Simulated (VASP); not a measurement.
Write the native input for VASP 6.6.1 that does the following.

```
Task                   : single point
Functional             : PBE
Potentials or basis    : VASP PAW PBE potentials, release 64 (Li_sv, Cl)
Cutoff                 : 520 eV
k mesh                 : 12 × 12 × 4
Occupations            : gaussian, width 0.1 eV
Spin                   : no spin polarisation
Dipole correction      : no
Further INCAR settings : ALGO = Fast; EDIFF = 1e-07; NBANDS = 28
```

The structure of Li5Cl3 lies in POSCAR:

```
Li5Cl3
1.0
    3.2311479846      0.0000000000      0.0000000000
    0.0000000000      3.2311479846      0.0000000000
    0.0000000000      0.0000000000     14.8696316953
Li Cl
5 3
Direct
    0.0000000000      0.0000000000      0.2115011211
    0.0000000000      0.0000000000      0.7884988789
    0.0000000000      0.0000000000      0.0000000000
    0.5000000000      0.5000000000      0.3978363824
    0.5000000000      0.5000000000      0.6021636176
    0.5000000000      0.5000000000      0.1113483884
    0.5000000000      0.5000000000      0.8886516116
    0.0000000000      0.0000000000      0.5000000000
```

The cell was built from a structure type or drawn by symmetry, and may not be a known phase.

The input as run:

INCAR

```
SYSTEM = Li5Cl3
  PREC = Accurate
  ENCUT = 520
  EDIFF = 1E-7
  ISMEAR = 0
  SIGMA = 0.1
  LREAL = .FALSE.
  LASPH = .TRUE.
  NELM = 100
  ALGO = Fast
  ISIF = 2
  LWAVE = .FALSE.
  LCHARG = .FALSE.
  GGA = PE
  NBANDS = 28
```

KPOINTS

```
regular mesh
0
G
  12 12 4
  0 0 0
```

Potentials or basis: VASP PAW PBE potentials, release 64 (Li_sv, Cl).

The run is started by

```console
$ cat potpaw_PBE.64/Li_sv/POTCAR potpaw_PBE.64/Cl/POTCAR > POTCAR
$ mpirun -np 1 vasp_std > vasp.out
```

Results of the run:

The largest force is 0.003 eV/Å. The band gap on the k mesh is zero (bands 18 and 19 overlap by 3.34 eV).

It took 6.4 min on 1 thread of Intel(R) Xeon(R) Platinum 8488C (Sapphire Rapids), with other jobs on the host, peak memory 0.4 GiB.
